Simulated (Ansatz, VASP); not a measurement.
## HfO2: VASP beside Ansatz

Contents of INCAR:

```
PREC     = Accurate       # precision mode
ENCUT    = 520            # plane-wave cutoff, eV
EDIFF    = 1E-6           # SCF threshold, eV
ISMEAR   = 0              # smearing method
SIGMA    = 0.05           # smearing width, eV
LREAL    = F              # projectors in reciprocal space
LASPH    = T              # aspherical terms in the spheres
NELM     = 100            # most SCF steps
ALGO     = Normal         # electronic algorithm
ISIF     = 2              # what is computed and relaxed
LWAVE    = F              # write WAVECAR
LCHARG   = F              # write CHGCAR
GGA      = PE             # functional
NBANDS   = 18             # bands
```

File KPOINTS:

```
Automatic mesh
0
Gamma
  8 8 8
```

POSCAR

```
HfO2
1.0
    0.1420659857      2.6880513917      2.6880513917
    2.6880513917      0.1420659857      2.6880513917
    2.6880513917      2.6880513917      0.1420659857
Hf O
1 2
Direct
    0.0000000000      0.0000000000      0.0000000000
    0.2500000000      0.2500000000      0.2500000000
    0.7500000000      0.7500000000      0.7500000000
```

Input for Ansatz:

```yaml
crystal:
  lattice:
    - [0.1420659857, 2.6880513917, 2.6880513917]
    - [2.6880513917, 0.1420659857, 2.6880513917]
    - [2.6880513917, 2.6880513917, 0.1420659857]
  atoms:
    - { symbol: Hf, position: [0.0, 0.0, 0.0] }
    - { symbol: O, position: [0.25, 0.25, 0.25] }
    - { symbol: O, position: [0.75, 0.75, 0.75] }
basis:
  ecutwfc: 520.0
kpoints:
  mp_grid: { grid: [8, 8, 8] }
hamiltonian:
  xc: pbe
  pseudopotentials: { kind: paw, azcp: { folder: soft_1 } }
scf:
  occupations: { method: gaussian, width: 0.05 }
output:
  forces: true
  stress: true
  eigenvalues: true
```

Alike in both runs: task single point; functional PBE; k mesh 8 × 8 × 8; occupations gaussian, width 0.05 eV; no spin polarisation.

|  | VASP | Ansatz |
| --- | --- | --- |
| version | VASP 6.6.1 | Ansatz 0.2.0 |
| potentials or method | VASP PAW PBE potentials, release 64 (Hf_pv, O), cutoff 520 eV | scalar-relativistic, plane waves, PAW |
| valence electrons in the cell | 22 | 38 |

|  | VASP | Ansatz | Ansatz less VASP |
| --- | --- | --- | --- |
| gap on the k mesh at the Fermi level (eV) | 3.60 | 3.61 | +0.007 |
| least direct gap on the mesh (eV) | 3.60 | 3.61 | +0.007 |
| pressure (GPa) | -17.7 | -14.7 | +2.95 |
| traceless stress, the component that is largest in VASP (GPa) | -1.76 | -1.96 | -0.200 |
| rms of the force components (eV/Å) | 0.039 | 0.063 | +0.0233 |

Atom by atom the forces differ by 0.023 eV/Å (rms over components). VASP's potentials hold 22 valence electrons a cell and Ansatz's 38, so a difference there can come from the potentials and not from the codes.

Spin-orbit coupling is off throughout.
